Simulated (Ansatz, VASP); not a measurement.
**CdF2 in VASP and in Ansatz**

```
Cd F
1.0
     0.00000    2.69400    2.69400
     2.69400    0.00000    2.69400
     2.69400    2.69400    0.00000
Cd F
1 2
Direct
  0.00000 0.00000 0.00000
  0.75000 0.75000 0.75000
  0.25000 0.25000 0.25000
```

Alike in both runs: functional LDA; k mesh 9 × 9 × 9; occupations fermi-dirac, width 0.05 eV; no spin polarisation.

```csv
,VASP,Ansatz
version,VASP 6.6.1,Ansatz 0.2.0
potentials or method,"VASP PAW LDA potentials, release 64 (Cd, F)",Ansatz PAW
plane-wave cutoff (eV),520,420
valence electrons in the cell,26,34
task,single point,band structure
```

```csv
,VASP,Ansatz,Ansatz less VASP
gap on the k mesh at the Fermi level (eV),2.83,2.84,+0.014
least direct gap on the mesh (eV),3.28,3.29,+0.008
pressure (GPa),-4.7,-5.7,-0.97
```

LDA's correlation is that of Perdew and Zunger in VASP and of Perdew and Wang (1992) in Ansatz. VASP's potentials hold 26 valence electrons a cell and Ansatz's 34, so a difference there can come from the potentials and not from the codes.
